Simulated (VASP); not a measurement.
# Ba2Y (Fm-3m) in VASP: a series of runs

Ba2Y is run at these levels: PBE; tasks: single point, relaxation of cell and atoms.

All numbers are computed with VASP 6.6.1; they aren't measurements. Logs are shortened: lines on timing, memory, paths and dates and some standing lists are left out, and cuts for length are marked.

## (1) The cell of the first run

It takes space group Fm-3m (No. 225, cubic). Conventional cell: a = 7.365 Å, b = 7.365 Å, c = 7.365 Å, α = 90.00°, β = 90.00°, γ = 90.00°. Within 4.2 Å of Ba (site symmetry -43m) lie 4 Y at 3.19 Å and 6 Ba at 3.68 Å. Y (site symmetry m-3m) has 8 Ba at 3.19 Å within 4.2 Å.

## (2) Single point, PBE

Input file INCAR:

```
SYSTEM = Ba2Y
ALGO = Normal
EDIFF = 1E-6
ENCUT = 520
GGA = PE
ISIF = 2
ISMEAR = 0
LASPH = .True.
LCHARG = .False.
LREAL = .False.
LWAVE = .False.
NBANDS = 22
NELM = 80
PREC = Accurate
SIGMA = 0.1
```

Input file KPOINTS:

```
k-points
0
Gamma
  4 4 4
  0 0 0
```

Input file POSCAR:

```
Ba2Y
1.0
    0.0000000000      3.6826085917      3.6826085917
    3.6826085917      0.0000000000      3.6826085917
    3.6826085917      3.6826085917      0.0000000000
Ba Y
2 1
Direct
    0.2500000000      0.2500000000      0.2500000000
    0.7500000000      0.7500000000      0.7500000000
    0.0000000000      0.0000000000      0.0000000000
```

Potentials or basis: VASP PAW PBE potentials, release 64 (Ba_sv, Y_sv).

Command:

```
cat potpaw_PBE.64/Ba_sv/POTCAR potpaw_PBE.64/Y_sv/POTCAR > POTCAR
mpirun -np 1 vasp_std > vasp.out
```

OUTCAR:

```text
SYSTEM = Ba2Y
   EDIFF = 1E-6
   ENCUT = 520
   GGA = PE
   ISIF = 2
   ISMEAR = 0
   LASPH = .True.
   LREAL = .False.
   NELM = 80
   PREC = Accurate

 ion  position               nearest neighbor table
   1  0.250  0.250  0.250-   3 3.19   3 3.19   3 3.19   3 3.19   2 3.68   2 3.68   2 3.68   2 3.68
                             2 3.68   2 3.68
   2  0.750  0.750  0.750-   3 3.19   3 3.19   3 3.19   3 3.19   1 3.68   1 3.68   1 3.68   1 3.68
                             1 3.68   1 3.68
   3  0.000  0.000  0.000-   1 3.19   2 3.19   2 3.19   2 3.19   2 3.19   1 3.19   1 3.19   1 3.19

  LATTYP: Found a face centered cubic cell.
 ALAT       =     7.3652171834

  Lattice vectors:

 A1 = (   0.0000000000,   3.6826085917,   3.6826085917)
 A2 = (   3.6826085917,   0.0000000000,   3.6826085917)
 A3 = (   3.6826085917,   3.6826085917,   0.0000000000)

Analysis of symmetry for initial positions (statically):
=====================================================================
 Subroutine PRICEL returns:
 Original cell was already a primitive cell.

 Routine SETGRP: Setting up the symmetry group for a
 face centered cubic supercell.

 Subroutine GETGRP returns: Found 48 space group operations
 (whereof 48 operations were pure point group operations)
 out of a pool of 48 trial point group operations.

The static configuration has the point symmetry O_h .

Analysis of symmetry for dynamics (positions and initial velocities):
=====================================================================
 Subroutine PRICEL returns:
 Original cell was already a primitive cell.

 Routine SETGRP: Setting up the symmetry group for a
 face centered cubic supercell.

 Subroutine GETGRP returns: Found 48 space group operations
 (whereof 48 operations were pure point group operations)
 out of a pool of 48 trial point group operations.

The dynamic configuration has the point symmetry O_h .

 Subroutine INISYM returns: Found 48 space group operations
 (whereof 48 operations are pure point group operations),
 and found     1 'primitive' translations

----------------------------------------------------------------------------------------

                                     Primitive cell

  volume of cell :      99.8842

  direct lattice vectors                    reciprocal lattice vectors
     0.000000000  3.682608592  3.682608592    -0.135773321  0.135773321  0.135773321
     3.682608592  0.000000000  3.682608592     0.135773321 -0.135773321  0.135773321
     3.682608592  3.682608592  0.000000000     0.135773321  0.135773321 -0.135773321

  length of vectors
     5.207995015  5.207995015  5.207995015     0.235166291  0.235166291  0.235166291

  position of ions in fractional coordinates (direct lattice)
     0.250000000  0.250000000  0.250000000
     0.750000000  0.750000000  0.750000000
     0.000000000  0.000000000  0.000000000

  ion indices of the primitive-cell ions
   primitive index   ion index
                 1           1
                 2           2
                 3           3

----------------------------------------------------------------------------------------

 KPOINTS: k-points

Automatic generation of k-mesh.
 Grid dimensions read from file:
 generate k-points for:    4    4    4

 Generating k-lattice:

  Cartesian coordinates                     Fractional coordinates (reciprocal lattice)
    -0.033943330  0.033943330  0.033943330     0.250000000  0.000000000  0.000000000
     0.033943330 -0.033943330  0.033943330     0.000000000  0.250000000  0.000000000
     0.033943330  0.033943330 -0.033943330     0.000000000  0.000000000  0.250000000

  Length of vectors
     0.058791573  0.058791573  0.058791573

  Shift w.r.t. Gamma in fractional coordinates (k-lattice)
     0.000000000  0.000000000  0.000000000

 Subroutine IBZKPT returns following result:
 ===========================================

 Found      8 irreducible k-points:

 Following reciprocal coordinates:
            Coordinates               Weight
  0.000000  0.000000  0.000000      1.000000
  0.250000  0.000000  0.000000      8.000000
  0.500000  0.000000  0.000000      4.000000
  0.250000  0.250000  0.000000      6.000000
  0.500000  0.250000  0.000000     24.000000
 -0.250000  0.250000  0.000000     12.000000
  0.500000  0.500000  0.000000      3.000000
 -0.250000  0.500000  0.250000      6.000000
   k-points           NKPTS =      8   k-points in BZ     NKDIM =      8   number of bands    NBANDS=     22
   number of dos      NEDOS =    301   number of ions     NIONS =      3
   total plane-waves  NPLWV =  64000
   dimension x,y,z NGX =    40 NGY =   40 NGZ =   40
   dimension x,y,z NGXF=    80 NGYF=   80 NGZF=   80
   ions per type =               2   1
   NGX,Y,Z   is equivalent  to a cutoff of  12.77, 12.77, 12.77 a.u.
   NGXF,Y,Z  is equivalent  to a cutoff of  25.54, 25.54, 25.54 a.u.
 SYSTEM =  Ba2Y
   PREC   = accura    normal or accurate (medium, high low for compatibility)
   ISTART =      0    job   : 0-new  1-cont  2-samecut
   ICHARG =      2    charge: 1-file 2-atom 10-const
   ISPIN  =      1    spin polarized calculation?
   LNONCOLLINEAR =      F non collinear calculations
   LSORBIT =      F    spin-orbit coupling
   LASPH  =      T    aspherical Exc in radial PAW
   ENCUT  =  520.0 eV  38.22 Ry    6.18 a.u.   9.68  9.68  9.68*2*pi/ulx,y,z
   NELM   =     80;   NELMIN=  2; NELMDL= -5     # of ELM steps
   EDIFF  = 0.1E-05   stopping-criterion for ELM
   LREAL  =      F    real-space projection
   EDIFFG = 0.1E-04   stopping-criterion for IOM
   NSW    =      0    number of steps for IOM
   IBRION =     -1    ionic relax: 0-MD 1-quasi-New 2-CG
   NFREE  =      0    steps in history (QN), initial steepest desc. (CG)
   ISIF   =      2    stress and relaxation
   ISYM   =      2    0-nonsym 1-usesym 2-fastsym
   POTIM  = 0.5000    time-step for ionic-motion
   TEBEG  =    0.0;   TEEND  =   0.0 temperature during run
   PSTRESS=    0.0 pullay stress
   NELECT =      31.0000    total number of electrons
   NUPDOWN=      -1.0000    fix difference up-down
   EMIN   =  10.00;   EMAX   =-10.00  energy-range for DOS
   EFERMI =   0.00;   METHOD = LEGACY
   ISMEAR =     0;   SIGMA  =   0.10  broadening in eV -4-tet -1-fermi 0-gaus
   EFERMI_NEDOS =   21; number of points for ismear=-14 and -15
   IALGO  =     38    algorithm
   IMIX   =      4    mixing-type and parameters
     AMIX     =   0.40;   BMIX     =  1.00
     AMIX_MAG =   1.60;   BMIX_MAG =  1.00
  volume/ion in A,a.u.               =      33.29       224.68
  Fermi-wavevector in a.u.,A,eV,Ry     =   1.108400  2.094572 16.715444  1.228550
  Thomas-Fermi vector in A             =   2.244927
   LORBIT       =      0    0 simple, 1 ext, 2 COOP (PROOUT), +10 PAW based schemes
   GGA     = PE    functional components
   LHFCALC =     F    Hartree Fock is set to
   AEXX    =    0.0000 exact exchange contribution
   IVDW    =     0    specifies the selected vdW correction
   LEPSILON=     F    determine dielectric tensor
   LRPA    =     F    only Hartree local field effects (RPA)
 non-spin polarized calculation
 Gauss-broadening in eV      SIGMA  =   0.10
  energy-cutoff  :      520.00
  volume of cell :       99.88
 maximum number of plane-waves:      2733
 NGX is ok and might be reduce to    40
   NGX = 19   NGY = 19   NGZ = 19

 number of electron      31.0000001 magnetization

 Free energy of the ion-electron system (eV)
  ---------------------------------------------------
  ext. energy  EPLUGINS =         0.00000000
  ---------------------------------------------------
  free energy    TOTEN  =        -5.95186584 eV

  energy without entropy =       -5.93271484  energy(sigma->0) =       -5.94229034

 E-fermi :   3.7010     XC(G=0):  -9.5381

 val. band max:        3.6504078493   @ k =   0.5000   0.0000   0.0000
 cond. band min:       3.7606291307   @ k =   0.0000   0.0000   0.0000
 fundamental gap:      0.1102212814
 Fermi energy:         3.7009648329

 k-point     1 :       0.0000    0.0000    0.0000
  band No.  band energies     occupation
      1     -38.9957      2.00000
      2     -24.3888      2.00000
      3     -23.9836      2.00000
      4     -19.1719      2.00000
      5     -19.1719      2.00000
      6     -19.1719      2.00000
[... 14 lines left out ...]
     21       5.6875      0.00000
     22       8.7764      0.00000

 k-point     2 :       0.2500    0.0000    0.0000
  band No.  band energies     occupation
      1     -38.9949      2.00000
      2     -24.3445      2.00000
      3     -24.0478      2.00000
      4     -19.1770      2.00000
      5     -19.1770      2.00000
      6     -19.1435      2.00000
[... 14 lines left out ...]
     21       5.7599      0.00000
     22       8.1031      0.00000

 k-point     3 :       0.5000    0.0000    0.0000
  band No.  band energies     occupation
      1     -38.9942      2.00000
      2     -24.2229      2.00000
      3     -24.1909      2.00000
      4     -19.1820      2.00000
      5     -19.1820      2.00000
      6     -19.1103      2.00000
[... 14 lines left out ...]
     21       5.7496      0.00000
     22       6.7657      0.00000

 k-point     4 :       0.2500    0.2500    0.0000
  band No.  band energies     occupation
      1     -38.9947      2.00000
      2     -24.3432      2.00000
      3     -24.0534      2.00000
      4     -19.1836      2.00000
      5     -19.1836      2.00000
      6     -19.1257      2.00000
[... 14 lines left out ...]
     21       6.5454      0.00000
     22       7.1389      0.00000

 k-point     5 :       0.5000    0.2500    0.0000
  band No.  band energies     occupation
      1     -38.9939      2.00000
      2     -24.2650      2.00000
      3     -24.1514      2.00000
      4     -19.1887      2.00000
      5     -19.1695      2.00000
      6     -19.1115      2.00000
[... 14 lines left out ...]
     21       6.2128      0.00000
     22       6.9972      0.00000

 k-point     6 :      -0.2500    0.2500    0.0000
  band No.  band energies     occupation
      1     -38.9942      2.00000
      2     -24.2780      2.00000
      3     -24.1336      2.00000
      4     -19.1821      2.00000
      5     -19.1571      2.00000
      6     -19.1367      2.00000
[... 14 lines left out ...]
     21       6.0393      0.00000
     22       6.8151      0.00000

 k-point     7 :       0.5000    0.5000    0.0000
  band No.  band energies     occupation
      1     -38.9937      2.00000
      2     -24.2968      2.00000
      3     -24.1214      2.00000
      4     -19.1953      2.00000
      5     -19.1953      2.00000
      6     -19.0756      2.00000
[... 14 lines left out ...]
     21       6.9029      0.00000
     22       6.9029      0.00000

 k-point     8 :      -0.2500    0.5000    0.2500
  band No.  band energies     occupation
      1     -38.9937      2.00000
      2     -24.2110      2.00000
      3     -24.2110      2.00000
      4     -19.1955      2.00000
      5     -19.1332      2.00000
      6     -19.1332      2.00000
[... 14 lines left out ...]
     21       6.0787      0.00000
     22       6.0787      0.00000

------------------------ aborting loop because EDIFF is reached ----------------------------------------

  FORCE on cell =-STRESS in cart. coord.  units (eV):
  Direction    XX          YY          ZZ          XY          YZ          ZX
  --------------------------------------------------------------------------------------
  -------------------------------------------------------------------------------------
  Total        8.4348738      8.4348738      8.4348738      0.0000000      0.0000000      0.0000000
  in kB      135.2983461    135.2983461    135.2983461      0.0000000      0.0000000      0.0000000
  external PRESSURE =     135.2983461 kB  Pullay stress =       0.0000000 kB

 VOLUME and BASIS-vectors are now :
 -----------------------------------------------------------------------------
  energy-cutoff  :      520.00
  volume of cell :       99.88
      direct lattice vectors                 reciprocal lattice vectors
     0.000000000  3.682608592  3.682608592    -0.135773321  0.135773321  0.135773321
     3.682608592  0.000000000  3.682608592     0.135773321 -0.135773321  0.135773321
     3.682608592  3.682608592  0.000000000     0.135773321  0.135773321 -0.135773321

 POSITION                                       TOTAL-FORCE (eV/Angst)
 -----------------------------------------------------------------------------------
      1.84130      1.84130      1.84130         0.000000      0.000000      0.000000
      5.52391      5.52391      5.52391        -0.000000     -0.000000     -0.000000
      0.00000      0.00000      0.00000        -0.000000     -0.000000     -0.000000
 -----------------------------------------------------------------------------------
    total drift:                               -0.000000     -0.000000      0.000000

  FREE ENERGIE OF THE ION-ELECTRON SYSTEM (eV)
  ---------------------------------------------------
  free  energy   TOTEN  =        -5.9518658353 eV

  energy  without entropy=       -5.9327148444  energy(sigma->0) =       -5.94229034
```

It took 49 s on 1 thread of Oxide Virtual Turin-like, shared host; peak memory 0.21 GiB.

What came out:

| Quantity | Value |
| --- | --- |
| Free energy | -5.9519 eV |
| Pressure | 13.5 GPa |
| Band gap on the k mesh | zero (an odd number of electrons rules out a gap without spin polarisation) |

Levels at points of the mesh, in eV from the Fermi level:
| k point | band 13 | band 14 | band 15 | band 16 | band 17 | band 18 |
| --- | --- | --- | --- | --- | --- | --- |
| (0.00, 0.00, 0.00) | -2.71 | -1.44 | -1.44 | 0.06 | 0.06 | 0.06 |
| (0.50, 0.00, 0.00) | -0.29 | -0.29 | -0.28 | -0.05 | 0.32 | 0.97 |
| (0.50, 0.50, 0.00) | -2.02 | -0.64 | -0.21 | 0.58 | 0.59 | 0.59 |

Caveat: the k points lie up to 0.37 Å⁻¹ apart, too coarse for converged energies and pressures of a metal; spin-orbit coupling is left out, which moves the levels of the heavy elements.

## (3) Single point, PBE

This run uses another cell than the first one, of 59.70 Å³/atom.

Input file INCAR:

```
PREC = Accurate
ENCUT = 520
EDIFF = 1E-7
ISMEAR = 0
SIGMA = 0.1
LREAL = False
LASPH = True
NELM = 80
ALGO = Normal
ISIF = 2
LWAVE = False
LCHARG = False
GGA = PE
NBANDS = 22
```

Input file KPOINTS:

```
regular mesh
0
Gamma
  4 4 4
```

Input file POSCAR:

```
Ba2Y
1.0
    0.0000000000      4.4738021235      4.4738021235
    4.4738021235      0.0000000000      4.4738021235
    4.4738021235      4.4738021235      0.0000000000
Ba Y
2 1
Direct
    0.2500000000      0.2500000000      0.2500000000
    0.7500000000      0.7500000000      0.7500000000
    0.0000000000      0.0000000000      0.0000000000
```

Potentials or basis: VASP PAW PBE potentials, release 64 (Ba_sv, Y_sv).

Command:

```
cat potpaw_PBE.64/Ba_sv/POTCAR potpaw_PBE.64/Y_sv/POTCAR > POTCAR
mpirun -np 1 vasp_std > vasp.out
```

Run time: 86 s. Hardware: 1 thread of Oxide Virtual Turin-like, shared host; peak memory 0.3 GiB.

Results (log left out):

```yaml
Free_energy: -8.1713 eV
Pressure: 0.3 GPa
Band_gap_on_the_k_mesh: zero (an odd number of electrons rules out a gap without spin polarisation)
```

Levels at points of the mesh, in eV from the Fermi level:
```
           k point  band 13  band 14  band 15  band 16  band 17  band 18
(0.00, 0.00, 0.00)    -2.98    -0.31    -0.31     0.21     0.21     0.21
(0.50, 0.00, 0.00)    -1.77    -0.62     0.17     0.21     0.21     0.49
(0.50, 0.50, 0.00)    -1.39    -0.93    -0.47    -0.35     0.55     0.55
```

Caveat: spin-orbit coupling is left out, which moves the levels of the heavy elements.

## (4) Relaxation of cell and atoms, PBE

This run uses another cell than the first one, of 59.70 Å³/atom.

Input file INCAR:

```
PREC = Accurate
ENCUT = 600
EDIFF = 1E-6
ISMEAR = 0
SIGMA = 0.1
LREAL = F
LASPH = T
NELM = 80
ALGO = Fast
ISIF = 3
LWAVE = F
LCHARG = F
GGA = PE
IBRION = 2
NSW = 100
EDIFFG = -0.01
```

Input file KPOINTS:

```
Automatic mesh
0
Gamma
  10 10 10
```

POSCAR is that of step 3.

Command:

```
cat potpaw_PBE.64/Ba_sv/POTCAR potpaw_PBE.64/Y_sv/POTCAR > POTCAR
mpirun -np 1 vasp_std > vasp.out
```

It took 74 min on 1 thread of Oxide Virtual Turin-like, shared host; peak memory 0.55 GiB.

The run converged. Its results:

```yaml
Free_energy: -8.1885 eV
Relaxed_volume: 61.37 Å³/atom
Relaxed_cell: a = 6.386 Å, b = 6.386 Å, c = 6.386 Å, α = 60.00°, β = 60.00°, γ = 60.00°
Space_group_after_relaxing_to_0.1_Å: Fm-3m (No. 225)
Energy_gained_by_relaxing: 1.6 meV/atom
Ionic_steps: 3
Pressure_after_relaxing: 0.0 GPa
Band_gap_on_the_k_mesh: zero (an odd number of electrons rules out a gap without spin polarisation)
```

Step by step:
```
step  energy change (eV)  largest force (eV/Å)  pressure (GPa)  volume (Å³)
   1              0.0000                0.0000            0.32       179.09
   2             -0.0039                0.0000            0.12       182.17
   3             -0.0047                0.0000            0.00       184.12
```

Final structure:
```yaml
crystal:
  lattice:
    - [0.00000, 4.51537, 4.51537]
    - [4.51537, 0.00000, 4.51537]
    - [4.51537, 4.51537, 0.00000]
  atoms:
    - { symbol: Ba, position: [0.25000, 0.25000, 0.25000] }
    - { symbol: Ba, position: [0.75000, 0.75000, 0.75000] }
    - { symbol: Y, position: [0.00000, 0.00000, 0.00000] }
```

Levels at points of the mesh, in eV from the Fermi level:
```
           k point  band 12  band 13  band 14  band 15  band 16  band 17  band 18  band 19
(0.00, 0.00, 0.00)   -13.69    -2.98    -0.30    -0.30     0.20     0.20     0.20     0.74
(0.50, 0.00, 0.00)   -13.78    -1.81    -0.66     0.15     0.20     0.20     0.47     0.47
(0.50, 0.50, 0.00)   -13.65    -1.41    -0.96    -0.48    -0.36     0.53     0.53     1.02
```

Caveat: spin-orbit coupling is left out, which moves the levels of the heavy elements.

## (5) Summary

```tsv
task	cell	k mesh	cutoff (eV)	gap on the mesh (eV)	pressure (GPa)
single point	a = 5.208 Å, angles 60.0°, 3 atoms	4 × 4 × 4	520	none	13.5
single point	a = 6.327 Å, angles 60.0°, 3 atoms	4 × 4 × 4	520	none	0.3
relaxation of cell and atoms	relaxed from a = 6.327 Å, angles 60.0°, 3 atoms	10 × 10 × 10	600	none	0.0
```

Alike in all rows: level PBE; potentials or basis VASP PAW PBE potentials, release 64 (Ba_sv, Y_sv); no spin polarisation; smearing gaussian 0.1 eV.

Caveats: some runs use coarse meshes; spin-orbit coupling is left out, which moves the levels of the heavy elements.

Absolute energies hang on the potentials; compare differences alone.

The gap in the log of VASP goes by the Fermi energy; the results here count the filled bands.